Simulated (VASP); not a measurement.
# HfN: single point with PBEsol

HfN:

```
Hf N
1.0
     0.00000    2.16864    2.43972
     2.16864    0.00000    2.43972
     2.16864    2.16864    0.00000
Hf N
1 1
Direct
  0.00000 0.00000 0.00000
  0.50000 0.50000 0.50000
```

This cell differs from its parent crystal: strain -0.040 along x and y, +0.080 along z.

```yaml
Program: VASP 6.6.1
Task: single point
Functional: PBEsol
Potentials_or_basis: VASP PAW PBE potentials, release 64 (Hf_pv, N)
Cutoff: 520 eV
k_mesh: 18 × 18 × 18
Occupations: gaussian, width 0.15 eV
Spin: no spin polarisation
```

```
Pressure               : 5.0 GPa
Band gap on the k mesh : zero (an odd number of electrons rules out a gap without spin polarisation)
```

Stress tensor (GPa, compression positive):
```
 21.02   0.00   0.00
  0.00  21.02   0.00
  0.00   0.00 -27.09
```

Levels at points of the mesh, in eV from the Fermi level:
| k point | band 4 | band 5 | band 6 | band 7 | band 8 | band 9 | band 10 | band 11 | band 12 | band 13 |
| --- | --- | --- | --- | --- | --- | --- | --- | --- | --- | --- |
| (0.00, 0.00, 0.00) | -17.52 | -3.32 | -2.81 | -2.81 | -1.23 | -0.52 | 0.17 | 0.17 | 2.82 | 3.74 |
| (0.50, 0.00, 0.00) | -14.58 | -8.96 | -6.40 | -6.27 | 3.40 | 3.55 | 4.25 | 4.33 | 6.94 | 10.44 |
| (0.50, 0.50, 0.00) | -16.53 | -6.09 | -3.69 | -3.30 | -3.30 | 4.18 | 5.46 | 5.46 | 5.69 | 7.69 |
| (0.50, 0.00, 0.50) | -16.43 | -4.93 | -4.02 | -3.89 | -3.54 | 3.23 | 4.52 | 6.50 | 6.77 | 8.71 |

It took 2.1 min on 1 thread of Intel Xeon 8259CL (shared host), peak memory 0.28 GiB.

Caveat: the cell differs from its parent crystal (strain -0.040 along x and y, +0.080 along z); the cell stands under pressure; the PAW data sets were made with another functional, which shifts forces and pressure a little; spin-orbit coupling is left out, which moves the levels of the heavy elements.
